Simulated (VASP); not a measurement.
A run of VASP 6.6.1 is set up as follows.

Contents of POSCAR:

```
BP
1.0
    0.0000000000      2.2677136497      2.2677136497
    2.2677136497      0.0000000000      2.2677136497
    2.2677136497      2.2677136497      0.0000000000
B P
1 1
Direct
    0.0000000000      0.0000000000      0.0000000000
    0.7500000000      0.7500000000      0.7500000000
```

The input INCAR.step1:

```
PREC = Accurate
ENCUT = 520
ISMEAR = 1
SIGMA = 0.001
LREAL = False
LASPH = True
NELM = 60
NBANDS = 11
GGA = PE
ALGO = Normal
EDIFF = 1E-4
LWAVE = True
LCHARG = False
```

File INCAR.step2:

```
PREC = Accurate
ENCUT = 520
EDIFF = 1E-6
ISMEAR = 1
SIGMA = 0.001
LREAL = False
LASPH = True
NELM = 60
ALGO = Normal
ISIF = 2
LWAVE = False
LCHARG = False
METAGGA = R2SCAN
LMIXTAU = True
IVDW = 13
VDW_S6 = 1.0
VDW_S8 = 0.6018749
VDW_A1 = 0.51559235
VDW_A2 = 5.77342911
NBANDS = 11
ISTART = 1
```

KPOINTS

```
Automatic mesh
0
Gamma
  8 8 8
```

Potentials or basis: VASP PAW PBE potentials, release 64 (B, P).

Launch:

```bash
$ cat potpaw_PBE.64/B/POTCAR potpaw_PBE.64/P/POTCAR > POTCAR
$ cp INCAR.step1 INCAR
$ mpirun -np 1 vasp_std > vasp.out
$ cp INCAR.step2 INCAR
$ mpirun -np 1 vasp_std > vasp.out
```

Q: What does it give for the pressure?

A: -2.2 GPa.

Q: Predict the dispersion energy per atom.

A: -0.134 eV.

Caveat: the PAW data sets were made with another functional, which shifts forces and pressure a little.
